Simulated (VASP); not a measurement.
A run of VASP 6.6.1 is set up as follows.

INCAR

```
ALGO = Normal
EDIFF = 1E-7
ENCUT = 520
GGA = PS
ISIF = 2
ISMEAR = 0
LASPH = True
LCHARG = False
LREAL = False
LWAVE = False
NBANDS = 12
NELM = 100
PREC = Accurate
SIGMA = 0.05
```

File KPOINTS:

```
k-points
0
Gamma
  8 8 8
```

Contents of POSCAR:

```
LiCl
1.0
    0.0000000000      2.6929980000      2.5006410000
    2.6929980000      0.0000000000      2.5006410000
    2.6929980000      2.6929980000      0.0000000000
Li Cl
1 1
Direct
    0.0000000000      0.0000000000      0.0000000000
    0.5000000000      0.5000000000      0.5000000000
```

Potentials or basis: VASP PAW PBE potentials, release 64 (Li_sv, Cl).

Run with:

```sh
$ cat potpaw_PBE.64/Li_sv/POTCAR potpaw_PBE.64/Cl/POTCAR > POTCAR
$ mpirun -np 1 vasp_std > vasp.out
```

Question: Estimate the band gap on the k mesh.

Answer: 5.69 eV, direct.

Caveat: the cell differs from its parent crystal (strain +0.050 along x and y, -0.025 along z). A k mesh can miss the band edges.
